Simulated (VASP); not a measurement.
# CoO (I4/mmm) in VASP: further runs, part 2 of 2

VASP 6.6.1. Earlier steps stand in the parts before.

### 3 Single point, LDA+U, collinear spin, ferromagnetic start

Contents of INCAR:

```
PREC = Accurate
ENCUT = 600
EDIFF = 1E-6
ISMEAR = 1
SIGMA = 0.15
LREAL = False
LASPH = True
NELM = 200
ALGO = Normal
ISIF = 2
LWAVE = False
LCHARG = True
ISPIN = 2
MAGMOM = 2.5 0
LORBIT = 11
LMAXMIX = 4
LDAU = True
LDAUTYPE = 2
LDAUL = 2 -1
LDAUU = 4 0
LDAUJ = 0 0
LDAUPRINT = 1
LELF = True
LVHAR = True
NBANDS = 18
GGA_COMPAT = False
```

Contents of KPOINTS:

```
regular mesh
0
Gamma
  13 13 13
```

Contents of POSCAR:

```
CoO
1.0
   -1.5080000000      1.5080000000      2.1072475000
    1.5080000000     -1.5080000000      2.1072475000
    1.5080000000      1.5080000000     -2.1072475000
Co O
1 1
Direct
    0.0000000000      0.0000000000      0.0000000000
    0.5000000000      0.5000000000      0.0000000000
```

Potentials or basis: VASP PAW LDA potentials, release 64 (Co, O).

Command:

```bash
$ cat potpaw_LDA.64/Co/POTCAR potpaw_LDA.64/O/POTCAR > POTCAR
$ mpirun -np 1 vasp_std > vasp.out
```

OUTCAR:

```text
PREC = Accurate
   ENCUT = 600
   EDIFF = 1E-6
   ISMEAR = 1
   LREAL = False
   LASPH = True
   NELM = 200
   ISIF = 2
   ISPIN = 2
   LORBIT = 11

 ion  position               nearest neighbor table
   1  0.000  0.000  0.000-   2 2.11   2 2.11   2 2.13   2 2.13   2 2.13   2 2.13
   2  0.500  0.500  0.000-   1 2.11   1 2.11   1 2.13   1 2.13   1 2.13   1 2.13

  LATTYP: Found a body centered tetragonal cell.
 ALAT       =     3.0160000000
 C/A-ratio  =     1.3973789788

  Lattice vectors:

 A1 = (  -1.5080000000,   1.5080000000,   2.1072475000)
 A2 = (   1.5080000000,  -1.5080000000,   2.1072475000)
 A3 = (   1.5080000000,   1.5080000000,  -2.1072475000)

Analysis of symmetry for initial positions (statically):
=====================================================================
 Subroutine PRICEL returns:
 Original cell was already a primitive cell.

 Routine SETGRP: Setting up the symmetry group for a
 body centered tetragonal supercell.

 Subroutine GETGRP returns: Found 16 space group operations
 (whereof 16 operations were pure point group operations)
 out of a pool of 16 trial point group operations.

The static configuration has the point symmetry D_4h.

Analysis of symmetry for dynamics (positions and initial velocities):
=====================================================================
 Subroutine PRICEL returns:
 Original cell was already a primitive cell.

 Routine SETGRP: Setting up the symmetry group for a
 body centered tetragonal supercell.

 Subroutine GETGRP returns: Found 16 space group operations
 (whereof 16 operations were pure point group operations)
 out of a pool of 16 trial point group operations.
[... 185 lines left out ...]
  o =  0.9704  v =  0.0000  0.9851  0.0000 -0.1717  0.0000  0.0000  0.0000  0.0000  0.0000  0.0000      0.0000  0.0000  0.0000  0.0000  0.0000  0.0000  0.0000  0.0000  0.0000  0.0000
  o =  0.9704  v =  0.0000  0.1717  0.0000  0.9851  0.0000  0.0000  0.0000  0.0000  0.0000  0.0000      0.0000  0.0000  0.0000  0.0000  0.0000  0.0000  0.0000  0.0000  0.0000  0.0000
  o =  1.0141  v =  1.0000  0.0000  0.0000  0.0000  0.0000  0.0000  0.0000  0.0000  0.0000  0.0000      0.0000  0.0000  0.0000  0.0000  0.0000  0.0000  0.0000  0.0000  0.0000  0.0000
  o =  1.0181  v =  0.0000 -0.0000  1.0000 -0.0000  0.0000  0.0000  0.0000  0.0000  0.0000  0.0000      0.0000  0.0000  0.0000  0.0000  0.0000  0.0000  0.0000  0.0000  0.0000  0.0000

 number of electron      15.0000006 magnetization       3.0002787

 Free energy of the ion-electron system (eV)
  ---------------------------------------------------
  ext. energy  EPLUGINS =         0.00000000
  ---------------------------------------------------
  free energy    TOTEN  =       -12.67461139 eV

  energy without entropy =      -12.67660618  energy(sigma->0) =      -12.67527632

 E-fermi :   7.4773     XC(G=0): -12.9168

 val. band max:        7.4748814811   @ k =   0.3846   0.1538   0.0000
 cond. band min:       7.4799987140   @ k =  -0.2308   0.2308   0.0769
 fundamental gap:      0.0051172328
 Fermi energy:         7.4773206944

 spin component 1

 k-point     1 :       0.0000    0.0000    0.0000
  band No.  band energies     occupation
      1     -12.1170      1.00000
      2       2.0723      1.00000
      3       2.3672      1.00000
      4       2.3672      1.00000
      5       2.5420      1.00000
      6       3.2150      1.00000
[... 1001 lines left out ...]
     17      35.0700      0.00000
     18      36.9987      0.00000

 [... further k-points ...]
[... 5 lines left out ...]
  --------------------------------------------------------------------------------------
  -------------------------------------------------------------------------------------
  Total       -1.7369596     -1.7369596     -2.6721539      0.0000000      0.0000000      0.0000000
  in kB     -145.1851093   -145.1851093   -223.3540458      0.0000000      0.0000000      0.0000000
  external PRESSURE =    -171.2414214 kB  Pullay stress =       0.0000000 kB

 VOLUME and BASIS-vectors are now :
 -----------------------------------------------------------------------------
  energy-cutoff  :      600.00
  volume of cell :       19.17
      direct lattice vectors                 reciprocal lattice vectors
    -1.508000000  1.508000000  2.107247500     0.000000000  0.331564987  0.237276352
     1.508000000 -1.508000000  2.107247500     0.331564987  0.000000000  0.237276352
     1.508000000  1.508000000 -2.107247500     0.331564987  0.331564987  0.000000000

 POSITION                                       TOTAL-FORCE (eV/Angst)
 -----------------------------------------------------------------------------------
      0.00000      0.00000      0.00000        -0.000000      0.000000      0.000000
      0.00000      0.00000      2.10725         0.000000     -0.000000      0.000000
 -----------------------------------------------------------------------------------
    total drift:                               -0.000000      0.000000     -0.000000

  FREE ENERGIE OF THE ION-ELECTRON SYSTEM (eV)
  ---------------------------------------------------
  free  energy   TOTEN  =       -12.6746113938 eV

  energy  without entropy=      -12.6766061822  energy(sigma->0) =      -12.67527632

 total charge

# of ion       s       p       d       tot
------------------------------------------
    1        0.308   0.377   7.159   7.844
    2        1.535   3.431   0.000   4.966
--------------------------------------------------
tot          1.843   3.808   7.159  12.810

 magnetization (x)

# of ion       s       p       d       tot
------------------------------------------
    1        0.018   0.018   2.695   2.731
    2        0.023   0.226   0.000   0.249
--------------------------------------------------
tot          0.041   0.244   2.695   2.980
```

Run time: 52 s. Hardware: 1 thread of Intel Xeon 6975P-C (Granite Rapids), shared host; peak memory 0.23 GiB.

What came out:

```
Free energy                                           : -12.6746 eV
Pressure                                              : -17.1 GPa
Band gap on the k mesh                                : zero (filled and empty bands overlap)
Net moment                                            : 3.00 μB per cell
Site moments                                          : Co +2.73; O +0.25 μB
Valence electrons inside the program's atomic spheres : Co 7.84; O 4.97
```

Stress tensor (GPa, compression positive):
```
-14.52   0.00   0.00
  0.00 -14.52   0.00
  0.00   0.00 -22.34
```

Levels at points of the mesh, in eV from the Fermi level:
Spin up:
```
           k point  band 7  band 8  band 9  band 10  band 11  band 12
(0.00, 0.00, 0.00)   -2.82   -2.67   -2.67     1.34    16.94    16.94
```
Spin down:
| k point | band 2 | band 3 | band 4 | band 5 | band 6 | band 7 | band 8 | band 9 | band 10 | band 11 |
| --- | --- | --- | --- | --- | --- | --- | --- | --- | --- | --- |
| (0.00, 0.00, 0.00) | -2.57 | -2.31 | -2.20 | -2.20 | -1.05 | -1.05 | 0.81 | 1.35 | 1.87 | 17.02 |

Eigenvalues of the final occupation matrices:
```csv
site,spin,trace,eigenvalues
site 1 d,1,4.94,0.97 0.97 0.97 1.01 1.02
site 1 d,2,2.24,0.14 0.16 0.49 0.49 0.96
```

Caveat: the stress differs along the axes, from -22 to -15 GPa; a cell with one magnetic atom can't hold antiferromagnetic order, which such compounds often take. The state reached can hang on the start; a lower one may exist.

### 4 Single point, LDA+U, collinear spin, ferromagnetic start

Contents of INCAR:

```
  PREC = Accurate
  ENCUT = 600
  EDIFF = 1E-6
  ISMEAR = 1
  SIGMA = 0.15
  LREAL = F
  LASPH = T
  NELM = 200
  ALGO = Normal
  ISIF = 2
  LWAVE = F
  LCHARG = F
  ISPIN = 2
  MAGMOM = 2.5 0
  LORBIT = 11
  LMAXMIX = 4
  LDAU = T
  LDAUTYPE = 2
  LDAUL = 2 -1
  LDAUU = 6 0
  LDAUJ = 0 0
  LDAUPRINT = 1
  NBANDS = 18
  GGA_COMPAT = F
```

Contents of KPOINTS:

```
Automatic mesh
0
Gamma
  13 13 13
```

POSCAR is that of step 3.

Command:

```bash
$ cat potpaw_LDA.64/Co/POTCAR potpaw_LDA.64/O/POTCAR > POTCAR
$ mpirun -np 1 vasp_std > vasp.out
```

Wall time 44 s (1 thread of Intel Xeon 6975P-C (Granite Rapids), shared host); peak memory 0.23 GiB.

The run converged. Its results:

* Free energy: -11.8692 eV
* Pressure: -18.3 GPa
* Band gap on the k mesh: zero (filled and empty bands overlap)
* Net moment: 3.00 μB per cell
* Site moments: Co +2.80; O +0.20 μB
* Valence electrons inside the program's atomic spheres: Co 7.86; O 4.97

Stress tensor (GPa, compression positive):
```
-15.80   0.00   0.00
  0.00 -15.80   0.00
  0.00   0.00 -23.18
```

Levels at points of the mesh, in eV from the Fermi level:
Spin up:
```csv
k point,band 6,band 7,band 8,band 9,band 10,band 11,band 12,band 13
"(0.00, 0.00, 0.00)",-5.23,-2.65,-2.50,-2.50,1.43,16.28,16.28,16.70
```
Spin down:
| k point | band 2 | band 3 | band 4 | band 5 | band 6 | band 7 | band 8 | band 9 | band 10 | band 11 |
| --- | --- | --- | --- | --- | --- | --- | --- | --- | --- | --- |
| (0.00, 0.00, 0.00) | -3.51 | -2.22 | -2.11 | -2.11 | -1.06 | -1.06 | 1.58 | 1.96 | 2.17 | 17.08 |

Eigenvalues of the final occupation matrices:
```csv
site,spin,trace,eigenvalues
site 1 d,1,4.98,0.97 0.98 0.98 1.02 1.03
site 1 d,2,2.21,0.12 0.14 0.50 0.50 0.97
```

Caveat: the stress differs along the axes, from -23 to -16 GPa; a cell with one magnetic atom can't hold antiferromagnetic order, which such compounds often take. The state reached can hang on the start; a lower one may exist.

### 5 Single point, LDA+U, collinear spin, ferromagnetic start

Contents of INCAR:

```
SYSTEM = CoO
PREC     = Accurate       ! precision mode
ENCUT    = 600            ! plane-wave cutoff, eV
EDIFF    = 1E-6           ! SCF threshold, eV
ISMEAR   = 1              ! smearing method
SIGMA    = 0.15           ! smearing width, eV
LREAL    = .FALSE.        ! projectors in reciprocal space
LASPH    = .TRUE.         ! aspherical terms in the spheres
NELM     = 200            ! most SCF steps
ALGO     = Normal         ! electronic algorithm
ISIF     = 2              ! what is computed and relaxed
LWAVE    = .FALSE.        ! write WAVECAR
LCHARG   = .TRUE.         ! write CHGCAR
ISPIN    = 2              ! spin polarisation
MAGMOM   = 2.5 0          ! initial moments
LORBIT   = 11             ! projections on sites
LMAXMIX  = 4              ! l up to which the mixer works
LDAU     = .TRUE.         ! DFT+U
LDAUTYPE = 2            
LDAUL    = 2 -1           ! shell
LDAUU    = 8 0            ! U, eV
LDAUJ    = 0 0          
LDAUPRINT= 1            
GGA      = CA             ! functional
LELF     = .TRUE.         ! ELF
LVHAR    = .TRUE.       
NBANDS   = 18             ! bands
GGA_COMPAT= .FALSE.
```

Contents of KPOINTS:

```
Automatic mesh
0
G
  13 13 13
  0 0 0
```

POSCAR is that of step 4.

Command:

```bash
$ cat potpaw_LDA.64/Co/POTCAR potpaw_LDA.64/O/POTCAR > POTCAR
$ mpirun -np 1 vasp_std > vasp.out
```

Wall time 55 s (1 thread of Intel Xeon 6975P-C (Granite Rapids), shared host); peak memory 0.23 GiB.

The run converged. Its results:

```
Free energy                                           : -11.1503 eV
Pressure                                              : -19.8 GPa
Band gap on the k mesh                                : zero (filled and empty bands overlap)
Net moment                                            : 3.00 μB per cell
Site moments                                          : Co +2.87; O +0.16 μB
Valence electrons inside the program's atomic spheres : Co 7.88; O 4.98
```

Stress tensor (GPa, compression positive):
```
-17.51   0.00   0.00
  0.00 -17.51   0.00
  0.00   0.00 -24.44
```

Levels at points of the mesh, in eV from the Fermi level:
Spin up:
```tsv
k point	band 5	band 6	band 7	band 8	band 9	band 10	band 11	band 12	band 13	band 14
(0.00, 0.00, 0.00)	-7.08	-6.22	-2.51	-2.36	-2.36	1.52	15.52	15.52	15.96	17.10
```
Spin down:
```
           k point  band 2  band 3  band 4  band 5  band 6  band 7  band 8  band 9  band 10  band 11
(0.00, 0.00, 0.00)   -4.48   -2.14   -2.03   -2.03   -1.07   -1.07    1.99    2.50     3.04    16.56
```

Eigenvalues of the final occupation matrices:
```tsv
site	spin	trace	eigenvalues
site 1 d	1	5.03	0.98 0.98 0.98 1.04 1.04
site 1 d	2	2.18	0.10 0.11 0.50 0.50 0.98
```

Caveat: the stress differs along the axes, from -24 to -18 GPa; a cell with one magnetic atom can't hold antiferromagnetic order, which such compounds often take.

### 6 Overview

```csv
U,gap on the mesh (eV),pressure (GPa),moment (μB)
Co d U = 2.0 eV,none,-16.5,3.00
Co d U = 4.0 eV,none,-17.1,3.00
Co d U = 6.0 eV,none,-18.3,3.00
Co d U = 8.0 eV,none,-19.8,3.00
```

Alike in all rows: task single point; level LDA+U; potentials or basis VASP PAW LDA potentials, release 64 (Co, O); spin collinear, ferromagnetic start; cell as given; k mesh 13 × 13 × 13; cutoff (eV) 600; smearing methfessel-paxton 0.15 eV.

Caveats: a cell with one magnetic atom can't hold antiferromagnetic order, which such compounds often take; the stress differs along the axes, from -22 to -14 GPa (at least some runs); the stress differs along the axes, from -22 to -15 GPa (at least some runs); the stress differs along the axes, from -23 to -16 GPa (at least some runs); the stress differs along the axes, from -24 to -18 GPa (at least some runs).

Absolute energies hang on the potentials; compare differences alone.
